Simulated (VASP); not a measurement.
Runs of VASP 6.6.1 on TaN. The structure is that of space group Fm-3m (No. 225), or close to it. The cells are those of the table. 

```tsv
task	cell	cutoff (eV)	smearing	gap on the mesh (eV)	pressure (GPa)
single point	a = 3.076 Å, angles 60.0°, 2 atoms	520	fermi-dirac 0.15 eV	none	2.1
relaxation of cell and atoms	relaxed to 2 GPa from a = 3.076 Å, angles 60.0°, 2 atoms	600	fermi-dirac 0.15 eV	none	2.0
relaxation of cell and atoms	relaxed from a = 3.075 Å, angles 60.0°, 2 atoms	600	fermi-dirac 0.15 eV	none	0.0
single point	a = 3.075 Å, angles 60.0°, 2 atoms	520	gaussian 0.1 eV	none	2.0
single point	a = 3.070 Å, angles 60.0°, 2 atoms	520	fermi-dirac 0.15 eV	none	(a)
```

Alike in all rows: level LDA; potentials or basis VASP PAW LDA potentials, release 64 (Ta_pv, N); no spin polarisation; k mesh 16 × 16 × 16.

Problem. Fill in the values left out.

Solution. (a) 4.1.

Caveats: spin-orbit coupling is left out, which moves the levels of the heavy elements; the relaxation stopped at its first step, so nothing moved (at least some runs); the cell is relaxed towards a set pressure, so the run minimises the enthalpy, not the energy (at least some runs); the cell stands under pressure (at least some runs).

A k mesh can miss the band edges, and the runs leave out spin-orbit coupling on Ta.

A gap of «none» marks levels without a gap at the run's occupations.
